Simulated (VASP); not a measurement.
# GaP (F-43m) in VASP: notebook

The runs below take GaP through single point, relaxation of cell and atoms, with LDA.

Everything below comes from runs of VASP 6.6.1. Logs are shortened: lines on timing, memory, paths and dates and some standing lists are left out, and cuts for length are marked.

**1. The cell of the first run**

It takes space group F-43m (No. 216, cubic). The conventional cell has a = 5.391 Å, b = 5.391 Å, c = 5.391 Å, α = 90.00°, β = 90.00°, γ = 90.00°. Ga (site symmetry -43m) has 4 P at 2.33 Å within 3.1 Å. P (site symmetry -43m) has 4 Ga at 2.33 Å within 3.1 Å.

**2. Single point, LDA**

INCAR

```
SYSTEM = GaP
  ALGO = Normal
  EDIFF = 1E-7
  ENCUT = 520
  GGA = CA
  ISIF = 2
  ISMEAR = -1
  LASPH = .True.
  LCHARG = .False.
  LREAL = .False.
  LWAVE = .False.
  NBANDS = 16
  NELM = 100
  PREC = Accurate
  SIGMA = 0.02
```

KPOINTS

```
k-points
0
Gamma
  6 6 6
  0 0 0
```

POSCAR

```
GaP
1.0
    0.0000000000      2.6955029823      2.6955029823
    2.6955029823      0.0000000000      2.6955029823
    2.6955029823      2.6955029823      0.0000000000
Ga P
1 1
Direct
    0.0000000000      0.0000000000      0.0000000000
    0.2500000000      0.2500000000      0.2500000000
```

Potentials or basis: VASP PAW LDA potentials, release 64 (Ga_d, P).

The run is started by

```console
$ cat potpaw_LDA.64/Ga_d/POTCAR potpaw_LDA.64/P/POTCAR > POTCAR
$ mpirun -np 1 vasp_std > vasp.out
```

OUTCAR:

```text
SYSTEM = GaP
   EDIFF = 1E-7
   ENCUT = 520
   GGA = CA
   ISIF = 2
   ISMEAR = -1
   LASPH = .True.
   LREAL = .False.
   NELM = 100
   PREC = Accurate

 ion  position               nearest neighbor table
   1  0.000  0.000  0.000-   2 2.33   2 2.33   2 2.33   2 2.33
   2  0.250  0.250  0.250-   1 2.33   1 2.33   1 2.33   1 2.33

  LATTYP: Found a face centered cubic cell.
 ALAT       =     5.3910059646

  Lattice vectors:

 A1 = (   0.0000000000,   2.6955029823,   2.6955029823)
 A2 = (   2.6955029823,   0.0000000000,   2.6955029823)
 A3 = (   2.6955029823,   2.6955029823,   0.0000000000)

Analysis of symmetry for initial positions (statically):
=====================================================================
 Subroutine PRICEL returns:
 Original cell was already a primitive cell.

 Routine SETGRP: Setting up the symmetry group for a
 face centered cubic supercell.

 Subroutine GETGRP returns: Found 24 space group operations
 (whereof 24 operations were pure point group operations)
 out of a pool of 48 trial point group operations.

The static configuration has the point symmetry T_d .

Analysis of symmetry for dynamics (positions and initial velocities):
=====================================================================
 Subroutine PRICEL returns:
 Original cell was already a primitive cell.

 Routine SETGRP: Setting up the symmetry group for a
 face centered cubic supercell.

 Subroutine GETGRP returns: Found 24 space group operations
 (whereof 24 operations were pure point group operations)
 out of a pool of 48 trial point group operations.

The dynamic configuration has the point symmetry T_d .

 Subroutine INISYM returns: Found 24 space group operations
 (whereof 24 operations are pure point group operations),
 and found     1 'primitive' translations

----------------------------------------------------------------------------------------

                                     Primitive cell

  volume of cell :      39.1696

  direct lattice vectors                    reciprocal lattice vectors
     0.000000000  2.695502982  2.695502982    -0.185494137  0.185494137  0.185494137
     2.695502982  0.000000000  2.695502982     0.185494137 -0.185494137  0.185494137
     2.695502982  2.695502982  0.000000000     0.185494137  0.185494137 -0.185494137

  length of vectors
     3.812016875  3.812016875  3.812016875     0.321285270  0.321285270  0.321285270

  position of ions in fractional coordinates (direct lattice)
     0.000000000  0.000000000  0.000000000
     0.250000000  0.250000000  0.250000000

  ion indices of the primitive-cell ions
   primitive index   ion index
                 1           1
                 2           2

----------------------------------------------------------------------------------------

 KPOINTS: k-points

Automatic generation of k-mesh.
 Grid dimensions read from file:
 generate k-points for:    6    6    6

 Generating k-lattice:

  Cartesian coordinates                     Fractional coordinates (reciprocal lattice)
    -0.030915690  0.030915690  0.030915690     0.166666667  0.000000000  0.000000000
     0.030915690 -0.030915690  0.030915690     0.000000000  0.166666667  0.000000000
     0.030915690  0.030915690 -0.030915690     0.000000000  0.000000000  0.166666667

  Length of vectors
     0.053547545  0.053547545  0.053547545

  Shift w.r.t. Gamma in fractional coordinates (k-lattice)
     0.000000000  0.000000000  0.000000000

 Subroutine IBZKPT returns following result:
 ===========================================

 Found     16 irreducible k-points:

 Following reciprocal coordinates:
            Coordinates               Weight
  0.000000  0.000000  0.000000      1.000000
  0.166667  0.000000  0.000000      8.000000
  0.333333  0.000000  0.000000      8.000000
  0.500000  0.000000  0.000000      4.000000
  0.166667  0.166667  0.000000      6.000000
  0.333333  0.166667  0.000000     24.000000
[... 8 lines left out ...]
 -0.333333  0.333333  0.166667     24.000000
 -0.333333  0.500000  0.166667     12.000000
   k-points           NKPTS =     16   k-points in BZ     NKDIM =     16   number of bands    NBANDS=     16
   number of dos      NEDOS =    301   number of ions     NIONS =      2
   total plane-waves  NPLWV =  21952
   dimension x,y,z NGX =    28 NGY =   28 NGZ =   28
   dimension x,y,z NGXF=    56 NGYF=   56 NGZF=   56
   ions per type =               1   1
   NGX,Y,Z   is equivalent  to a cutoff of  12.21, 12.21, 12.21 a.u.
   NGXF,Y,Z  is equivalent  to a cutoff of  24.42, 24.42, 24.42 a.u.
 SYSTEM =  GaP
   PREC   = accura    normal or accurate (medium, high low for compatibility)
   ISTART =      0    job   : 0-new  1-cont  2-samecut
   ICHARG =      2    charge: 1-file 2-atom 10-const
   ISPIN  =      1    spin polarized calculation?
   LNONCOLLINEAR =      F non collinear calculations
   LSORBIT =      F    spin-orbit coupling
   LASPH  =      T    aspherical Exc in radial PAW
   ENCUT  =  520.0 eV  38.22 Ry    6.18 a.u.   7.09  7.09  7.09*2*pi/ulx,y,z
   NELM   =    100;   NELMIN=  2; NELMDL= -5     # of ELM steps
   EDIFF  = 0.1E-06   stopping-criterion for ELM
   LREAL  =      F    real-space projection
   EDIFFG = 0.1E-05   stopping-criterion for IOM
   NSW    =      0    number of steps for IOM
   IBRION =     -1    ionic relax: 0-MD 1-quasi-New 2-CG
   NFREE  =      0    steps in history (QN), initial steepest desc. (CG)
   ISIF   =      2    stress and relaxation
   ISYM   =      2    0-nonsym 1-usesym 2-fastsym
   POTIM  = 0.5000    time-step for ionic-motion
   TEBEG  =    0.0;   TEEND  =   0.0 temperature during run
   PSTRESS=    0.0 pullay stress
   NELECT =      18.0000    total number of electrons
   NUPDOWN=      -1.0000    fix difference up-down
   EMIN   =  10.00;   EMAX   =-10.00  energy-range for DOS
   EFERMI =   0.00;   METHOD = LEGACY
   ISMEAR =    -1;   SIGMA  =   0.02  broadening in eV -4-tet -1-fermi 0-gaus
   EFERMI_NEDOS =   21; number of points for ismear=-14 and -15
   IALGO  =     38    algorithm
   IMIX   =      4    mixing-type and parameters
     AMIX     =   0.40;   BMIX     =  1.00
     AMIX_MAG =   1.60;   BMIX_MAG =  1.00
  volume/ion in A,a.u.               =      19.58       132.16
  Fermi-wavevector in a.u.,A,eV,Ry     =   1.263327  2.387342 21.714839  1.595996
  Thomas-Fermi vector in A             =   2.396690
   LORBIT       =      0    0 simple, 1 ext, 2 COOP (PROOUT), +10 PAW based schemes
   GGA     = CA    functional components
   LHFCALC =     F    Hartree Fock is set to
   AEXX    =    0.0000 exact exchange contribution
   IVDW    =     0    specifies the selected vdW correction
   LEPSILON=     F    determine dielectric tensor
   LRPA    =     F    only Hartree local field effects (RPA)
 non-spin polarized calculation
  energy-cutoff  :      520.00
  volume of cell :       39.17
 maximum number of plane-waves:      1067
   NGX = 15   NGY = 15   NGZ = 15

 number of electron      17.9999998 magnetization

 Free energy of the ion-electron system (eV)
  ---------------------------------------------------
  ext. energy  EPLUGINS =         0.00000000
  ---------------------------------------------------
  free energy    TOTEN  =       -10.43520185 eV

  energy without entropy =      -10.43520185  energy(sigma->0) =      -10.43520185

 E-fermi :   5.2830     XC(G=0): -10.3098

 val. band max:        4.8574995801   @ k =   0.0000   0.0000   0.0000
 cond. band min:       6.2808853977   @ k =   0.5000   0.5000   0.0000
 fundamental gap:      1.4233858176
 Fermi energy:         5.2830011780

 k-point     1 :       0.0000    0.0000    0.0000
  band No.  band energies     occupation
      1      -9.9165      2.00000
      2      -9.9165      2.00000
      3      -9.9165      2.00000
      4      -9.8084      2.00000
      5      -9.8084      2.00000
      6      -7.9061      2.00000
[... 8 lines left out ...]
     15      14.6979      0.00000
     16      14.6979      0.00000

 k-point     2 :       0.1667    0.0000    0.0000
  band No.  band energies     occupation
      1      -9.9407      2.00000
      2      -9.9079      2.00000
      3      -9.9079      2.00000
      4      -9.8083      2.00000
      5      -9.8083      2.00000
      6      -7.5344      2.00000
[... 8 lines left out ...]
     15      13.8045      0.00000
     16      14.7807      0.00000

 k-point     3 :       0.3333    0.0000    0.0000
  band No.  band energies     occupation
      1      -9.9832      2.00000
      2      -9.8942      2.00000
      3      -9.8942      2.00000
      4      -9.8044      2.00000
      5      -9.8044      2.00000
      6      -6.5370      2.00000
[... 8 lines left out ...]
     15      14.5068      0.00000
     16      14.5068      0.00000

 k-point     4 :       0.5000    0.0000    0.0000
  band No.  band energies     occupation
      1     -10.0025      2.00000
      2      -9.8896      2.00000
      3      -9.8896      2.00000
      4      -9.8002      2.00000
      5      -9.8002      2.00000
      6      -5.7112      2.00000
[... 8 lines left out ...]
     15      16.6258      0.00000
     16      16.6258      0.00000
[... 172 lines left out ...]
 k-point    14 :       0.5000    0.3333    0.1667
  band No.  band energies     occupation
      1     -10.0070      2.00000
      2      -9.8793      2.00000
      3      -9.8667      2.00000
      4      -9.8245      2.00000
      5      -9.7964      2.00000
      6      -5.7156      2.00000
[... 8 lines left out ...]
     15      16.7383      0.00000
     16      18.2486      0.00000

 k-point    15 :      -0.3333    0.3333    0.1667
  band No.  band energies     occupation
      1     -10.0130      2.00000
      2      -9.8795      2.00000
      3      -9.8594      2.00000
      4      -9.8208      2.00000
      5      -9.8000      2.00000
      6      -5.0005      2.00000
[... 8 lines left out ...]
     15      17.4175      0.00000
     16      17.7264      0.00000

 k-point    16 :      -0.3333    0.5000    0.1667
  band No.  band energies     occupation
      1     -10.0246      2.00000
      2      -9.8668      2.00000
      3      -9.8511      2.00000
      4      -9.8315      2.00000
      5      -9.7939      2.00000
      6      -4.6656      2.00000
[... 8 lines left out ...]
     15      16.8650      0.00000
     16      18.6204      0.00000

------------------------ aborting loop because EDIFF is reached ----------------------------------------

  FORCE on cell =-STRESS in cart. coord.  units (eV):
  Direction    XX          YY          ZZ          XY          YZ          ZX
  --------------------------------------------------------------------------------------
  -------------------------------------------------------------------------------------
  Total        0.0403485      0.0403485      0.0403485     -0.0000000      0.0000000      0.0000000
  in kB        1.6503954      1.6503954      1.6503954     -0.0000000      0.0000000      0.0000000
  external PRESSURE =       1.6503954 kB  Pullay stress =       0.0000000 kB

 VOLUME and BASIS-vectors are now :
 -----------------------------------------------------------------------------
  energy-cutoff  :      520.00
  volume of cell :       39.17
      direct lattice vectors                 reciprocal lattice vectors
     0.000000000  2.695502982  2.695502982    -0.185494137  0.185494137  0.185494137
     2.695502982  0.000000000  2.695502982     0.185494137 -0.185494137  0.185494137
     2.695502982  2.695502982  0.000000000     0.185494137  0.185494137 -0.185494137

 POSITION                                       TOTAL-FORCE (eV/Angst)
 -----------------------------------------------------------------------------------
      0.00000      0.00000      0.00000        -0.000000      0.000000     -0.000000
      1.34775      1.34775      1.34775         0.000000     -0.000000      0.000000
 -----------------------------------------------------------------------------------
    total drift:                                0.000000      0.000000      0.000000

  FREE ENERGIE OF THE ION-ELECTRON SYSTEM (eV)
  ---------------------------------------------------
  free  energy   TOTEN  =       -10.4352018534 eV

  energy  without entropy=      -10.4352018534  energy(sigma->0) =      -10.43520185
```

Wall time 6.5 s (1 thread of AMD EPYC 7R13 (Zen 3), shared host); peak memory 0.11 GiB.

What came out:

```yaml
Free_energy: -10.4352 eV
Pressure: 0.2 GPa
Band_gap_on_the_k_mesh: 1.42 eV, indirect (least direct gap 1.91 eV)
```

**3. Single point, LDA**

This run uses another cell than the first one, of 19.39 Å³/atom, 0.990 times its volume.

INCAR

```
ALGO = Normal
EDIFF = 1E-6
ENCUT = 520
ISIF = 2
ISMEAR = -1
LASPH = True
LCHARG = False
LREAL = False
LWAVE = False
NBANDS = 16
NELM = 60
PREC = Accurate
SIGMA = 0.02
```

KPOINTS

```
k-points
0
Gamma
  6 6 6
```

POSCAR

```
GaP
1.0
    0.0000000000      2.6864878548      2.6864878548
    2.6864878548      0.0000000000      2.6864878548
    2.6864878548      2.6864878548      0.0000000000
Ga P
1 1
Direct
    0.0000000000      0.0000000000      0.0000000000
    0.2500000000      0.2500000000      0.2500000000
```

Potentials or basis: VASP PAW LDA potentials, release 64 (Ga_d, P).

The run is started by

```console
$ cat potpaw_LDA.64/Ga_d/POTCAR potpaw_LDA.64/P/POTCAR > POTCAR
$ mpirun -np 1 vasp_std > vasp.out
```

Run time: 5.9 s. Hardware: 1 thread of AMD EPYC 7R13 (Zen 3), shared host; peak memory 0.11 GiB.

The run converged. Its results:

- Free energy: -10.4336 eV
- Pressure: 1.1 GPa
- Band gap on the k mesh: 1.40 eV, indirect (least direct gap 1.99 eV)

Levels at points of the mesh, in eV from the valence-band top:
```csv
k point,band 5,band 6,band 7,band 8,band 9,band 10,band 11,band 12,band 13,band 14
"(0.00, 0.00, 0.00)",-14.68,-12.84,0.00,0.00,0.00,1.99,3.77,3.77,3.77,8.68
"(0.50, 0.00, 0.00)",-14.67,-10.61,-6.96,-1.19,-1.19,1.64,4.61,4.61,8.12,10.96
"(0.50, 0.50, 0.00)",-14.66,-9.63,-7.05,-2.86,-2.86,1.40,1.63,10.78,10.78,11.37
```

**4. Single point, LDA**

INCAR

```
SYSTEM = GaP
PREC = Accurate
ENCUT = 520
EDIFF = 1E-6
ISMEAR = -1
SIGMA = 0.02
LREAL = .False.
LASPH = .True.
NELM = 100
ALGO = Normal
ISIF = 2
LWAVE = .False.
LCHARG = .True.
LELF = .True.
LVHAR = .True.
NBANDS = 16
```

KPOINTS

```
Automatic mesh
0
Gamma
  6 6 6
  0 0 0
```

POSCAR

```
GaP
1.0
    0.0000000000      2.6955029823      2.6955029823
    2.6955029823      0.0000000000      2.6955029823
    2.6955029823      2.6955029823      0.0000000000
Ga P
1 1
Direct
    0.0000000000      0.0000000000      0.0000000000
    0.2500000000      0.2500000000      0.2500000000
```

The run is started by

```console
$ cat potpaw_LDA.64/Ga_d/POTCAR potpaw_LDA.64/P/POTCAR > POTCAR
$ mpirun -np 1 vasp_std > vasp.out
```

It took 6.6 s on 1 thread of AMD EPYC 7R13 (Zen 3), shared host; peak memory 0.11 GiB.

Results (log left out):

* Free energy: -10.4352 eV
* Pressure: 0.1 GPa
* Band gap on the k mesh: 1.42 eV, indirect (least direct gap 1.91 eV)

Levels at points of the mesh, in eV from the valence-band top:
```csv
k point,band 5,band 6,band 7,band 8,band 9,band 10,band 11,band 12,band 13,band 14
"(0.00, 0.00, 0.00)",-14.67,-12.76,0.00,0.00,0.00,1.91,3.78,3.78,3.78,8.64
"(0.50, 0.00, 0.00)",-14.66,-10.57,-6.90,-1.18,-1.18,1.61,4.62,4.62,8.10,10.88
"(0.50, 0.50, 0.00)",-14.64,-9.60,-7.00,-2.83,-2.83,1.42,1.65,10.70,10.70,11.27
```

A k mesh can miss the band edges. As with any semilocal functional, this LDA gap is likely too small.

**5. Single point, LDA**

This run uses another cell than the first one, of 19.78 Å³/atom, 1.010 times its volume.

INCAR

```
SYSTEM = GaP
PREC = Accurate ; ENCUT = 520
EDIFF = 1E-7 ; ISMEAR = -1
SIGMA = 0.02 ; LREAL = .FALSE.
LASPH = .TRUE. ; NELM = 100
ALGO = Normal ; ISIF = 2
LWAVE = .FALSE. ; LCHARG = .FALSE.
GGA = CA ; NBANDS = 16
```

KPOINTS

```
Automatic mesh
0
G
  6 6 6
  0 0 0
```

POSCAR

```
GaP
1.0
    0.0000000000      2.7044582075      2.7044582075
    2.7044582075      0.0000000000      2.7044582075
    2.7044582075      2.7044582075      0.0000000000
Ga P
1 1
Direct
    0.0000000000      0.0000000000      0.0000000000
    0.2500000000      0.2500000000      0.2500000000
```

The run is started by

```console
$ cat potpaw_LDA.64/Ga_d/POTCAR potpaw_LDA.64/P/POTCAR > POTCAR
$ mpirun -np 1 vasp_std > vasp.out
```

It took 6.6 s on 1 thread of AMD EPYC 7R13 (Zen 3), shared host; peak memory 0.11 GiB.

Results (log left out):

```
Free energy            : -10.4345 eV
Pressure               : -0.7 GPa
Band gap on the k mesh : 1.44 eV, indirect (least direct gap 1.83 eV)
```

Levels at points of the mesh, in eV from the valence-band top:
| k point | band 7 | band 8 | band 9 | band 10 | band 11 | band 12 |
| --- | --- | --- | --- | --- | --- | --- |
| (0.00, 0.00, 0.00) | 0.00 | 0.00 | 0.00 | 1.83 | 3.78 | 3.78 |
| (0.50, 0.00, 0.00) | -6.85 | -1.16 | -1.16 | 1.58 | 4.62 | 4.62 |
| (0.50, 0.50, 0.00) | -6.95 | -2.79 | -2.79 | 1.44 | 1.66 | 10.63 |

**6. Relaxation of cell and atoms, LDA**

INCAR

```
ALGO = Normal ; EDIFF = 1E-6
EDIFFG = -0.03 ; ENCUT = 600
GGA = CA ; IBRION = 2
ISIF = 3 ; ISMEAR = -1
LASPH = True ; LCHARG = False
LREAL = False ; LWAVE = False
NELM = 80 ; NSW = 80
PREC = Accurate ; SIGMA = 0.02
```

KPOINTS

```
k-points
0
Gamma
  6 6 6
```

POSCAR

```
GaP
1.0
    0.0000000000      2.6955029823      2.6955029823
    2.6955029823      0.0000000000      2.6955029823
    2.6955029823      2.6955029823      0.0000000000
Ga P
1 1
Direct
    0.0000000000      0.0000000000      0.0000000000
    0.2500000000      0.2500000000      0.2500000000
```

Potentials or basis: VASP PAW LDA potentials, release 64 (Ga_d, P).

The run is started by

```console
$ cat potpaw_LDA.64/Ga_d/POTCAR potpaw_LDA.64/P/POTCAR > POTCAR
$ mpirun -np 1 vasp_std > vasp.out
```

Wall time 6.5 s (1 thread of AMD EPYC 7R13 (Zen 3), shared host); peak memory 0.12 GiB.

Results (log left out):

```
Free energy             : -10.4352 eV
Pressure after relaxing : 0.1 GPa
Band gap on the k mesh  : 1.42 eV, indirect (least direct gap 1.91 eV)
```

Final structure:
```
Ga P
1.0
     0.00000    2.69550    2.69550
     2.69550    0.00000    2.69550
     2.69550    2.69550    0.00000
Ga P
1 1
Cartesian
  0.0000 0.0000 0.0000
  1.3478 1.3478 1.3478
```

Levels at points of the mesh, in eV from the valence-band top:
| k point | band 6 | band 7 | band 8 | band 9 | band 10 | band 11 | band 12 | band 13 |
| --- | --- | --- | --- | --- | --- | --- | --- | --- |
| (0.00, 0.00, 0.00) | -12.76 | 0.00 | 0.00 | 0.00 | 1.91 | 3.78 | 3.78 | 3.78 |
| (0.50, 0.00, 0.00) | -10.57 | -6.90 | -1.18 | -1.18 | 1.61 | 4.62 | 4.62 | 8.10 |
| (0.50, 0.50, 0.00) | -9.60 | -7.00 | -2.83 | -2.83 | 1.42 | 1.65 | 10.70 | 10.70 |

Caveat: the relaxation stopped at its first step, so nothing moved. A k mesh can miss the band edges.

**7. The runs side by side**

```csv
task,cell,cutoff (eV),gap on the mesh (eV),pressure (GPa)
single point,"a = 3.812 Å, angles 60.0°, 2 atoms",520,1.42,0.1
single point,"a = 3.799 Å, angles 60.0°, 2 atoms",520,1.40,1.1
single point,"a = 3.825 Å, angles 60.0°, 2 atoms",520,1.44,-0.7
relaxation of cell and atoms,"relaxed from a = 3.812 Å, angles 60.0°, 2 atoms",600,1.42,0.1
```

Alike in all rows: level LDA; potentials or basis VASP PAW LDA potentials, release 64 (Ga_d, P); no spin polarisation; k mesh 6 × 6 × 6; smearing fermi-dirac 0.02 eV.

Caveats: the relaxation stopped at its first step, so nothing moved (some runs).

Absolute energies hang on the potentials; compare differences alone.
